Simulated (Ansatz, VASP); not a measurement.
# One calculation of SnO, two programs

```
Sn O
1.0
     3.86817    0.00000    0.00000
     0.00000    3.86817    0.00000
     0.00000    0.00000    5.06728
Sn O
2 2
Cartesian
  0.0000 1.9341 1.1591
  1.9341 0.0000 3.9082
  0.0000 0.0000 0.0750
  1.9341 1.9341 -0.0750
```

Change from the starting cell: mode 9 (326.6 1/cm) frozen in, largest displacement +0.075 Å.

Alike in both runs: task single point; functional PBE; k mesh 10 × 10 × 8; occupations gaussian, width 0.05 eV; no spin polarisation.

```csv
,VASP,Ansatz
version,VASP 6.6.1,Ansatz 0.2.0
potentials or method,"VASP PAW PBE potentials, release 64 (Sn_d, O), cutoff 520 eV","scalar-relativistic, plane waves, PAW"
valence electrons in the cell,40,40
```

|  | VASP | Ansatz | Ansatz less VASP |
| --- | --- | --- | --- |
| gap on the k mesh at the Fermi level (eV) | 0.49 | 0.49 | -0.006 |
| least direct gap on the mesh (eV) | 1.92 | 1.95 | +0.029 |
| pressure (GPa) | 0.4 | 0.2 | -0.19 |
| traceless stress, the component that is largest in VASP (GPa) | -1.97 | -1.87 | +0.098 |
| rms of the force components (eV/Å) | 0.204 | 0.194 | -0.0105 |

Atom by atom the forces differ by 0.032 eV/Å (rms over components).
